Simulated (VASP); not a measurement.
Write the native input for VASP 6.6.1 that does the following.

```
Task                   : single point
Functional             : PBE
Potentials or basis    : VASP PAW PBE potentials, release 64 (Ga_d, N, In_d)
Cutoff                 : 520 eV
k mesh                 : 8 × 8 × 8
Occupations            : fermi-dirac, width 0.02 eV
Spin                   : no spin polarisation
Dipole correction      : no
Further INCAR settings : ALGO = Normal; EDIFF = 1e-07; NBANDS = 36
```

The structure of In2GaN3 lies in POSCAR:

```
In2GaN3
1.0
   -1.6842666302      1.6842666302      7.2233954067
    1.6842666302     -1.6842666302      7.2233954067
    1.6842666302      1.6842666302     -7.2233954067
Ga N In
1 3 2
Direct
    0.0000000000      0.0000000000      0.0000000000
    0.4292491012      0.9292491012      0.5000000000
    0.7500000000      0.2500000000      0.5000000000
    0.0707508988      0.5707508988      0.5000000000
    0.3393115165      0.3393115165      0.0000000000
    0.6606884835      0.6606884835      0.0000000000
```

These files were run (other wordings do the same):

INCAR

```
SYSTEM = In2GaN3
PREC = Accurate
ENCUT = 520
EDIFF = 1E-7
ISMEAR = -1
SIGMA = 0.02
LREAL = .FALSE.
LASPH = .TRUE.
NELM = 60
ALGO = Normal
ISIF = 2
LWAVE = .FALSE.
LCHARG = .FALSE.
GGA = PE
NBANDS = 36
```

KPOINTS

```
regular mesh
0
G
  8 8 8
  0 0 0
```

Potentials or basis: VASP PAW PBE potentials, release 64 (Ga_d, N, In_d).

The run is started by

```bash
$ cat potpaw_PBE.64/Ga_d/POTCAR potpaw_PBE.64/N/POTCAR potpaw_PBE.64/In_d/POTCAR > POTCAR
$ mpirun -np 1 vasp_std > vasp.out
```

It gave:

The pressure is 9.9 GPa, the largest force is 0.107 eV/Å and the band gap on the k mesh is 0.13 eV.

Caveat: the cell stands under pressure; spin-orbit coupling is left out, which moves the levels of the heavy elements.

It took 5.8 min on 1 thread of Intel(R) Xeon(R) 6975P-C (Granite Rapids), on a shared host, peak memory 0.57 GiB.
